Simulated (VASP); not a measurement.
**SnO: single point with PBE+D3(BJ)**

SnO, a slab with vacuum:

```
Sn O
1.0
     3.82017    0.00000    0.00000
     0.00000    3.82017    0.00000
     0.00000    0.00000   22.22607
Sn O
4 4
Cartesian
  1.9101 0.0000 4.5000
  0.0000 1.9101 6.8630
  1.9101 3.8202 10.6630
  3.8202 1.9101 13.0261
  0.0000 0.0000 5.6815
  1.9101 1.9101 5.6815
  3.8202 3.8202 11.8446
  1.9101 1.9101 11.8446
```

This cell differs from its parent crystal: layers slid over each other.

```
Program                : VASP 6.6.1
Task                   : single point
Functional             : PBE
Dispersion             : D3(BJ)
Potentials or basis    : VASP PAW PBE potentials, release 64 (Sn_d, O)
Cutoff                 : 520 eV
k mesh                 : 7 × 7 × 1
Occupations            : gaussian, width 0.05 eV
Spin                   : no spin polarisation
Dipole correction      : yes
Further INCAR settings : ALGO = Normal; EDIFF = 1e-06; NBANDS = 50; NELMDL = -8
```

* Largest force: 0.201 eV/Å
* Band gap on the k mesh: 2.47 eV (least direct gap 2.52 eV)
* Dispersion energy per atom: -0.160 eV

Forces in eV/Å, atoms in the order of the input:
```
Sn   0.000  0.000 -0.069
Sn   0.000  0.000  0.201
Sn   0.000  0.000 -0.201
Sn   0.000  0.000  0.069
O    0.000  0.000  0.021
O    0.000  0.000  0.021
O    0.000  0.000 -0.021
O    0.000  0.000 -0.021
```

Levels at points of the mesh, in eV from the valence-band top:
```tsv
k point	band 36	band 37	band 38	band 39	band 40	band 41	band 42	band 43	band 44	band 45
(0.00, 0.00, 0.00)	-2.02	-2.01	-2.01	-0.71	-0.02	2.50	2.79	2.81	3.95	4.82
```

Run time: 7.2 min on 1 thread of Oxide Virtual Turin-like Processor, with other jobs on the host, peak memory 0.37 GiB.

Caveat: the cell differs from its parent crystal (layers slid over each other); spin-orbit coupling is left out, which moves the levels of the heavy elements.
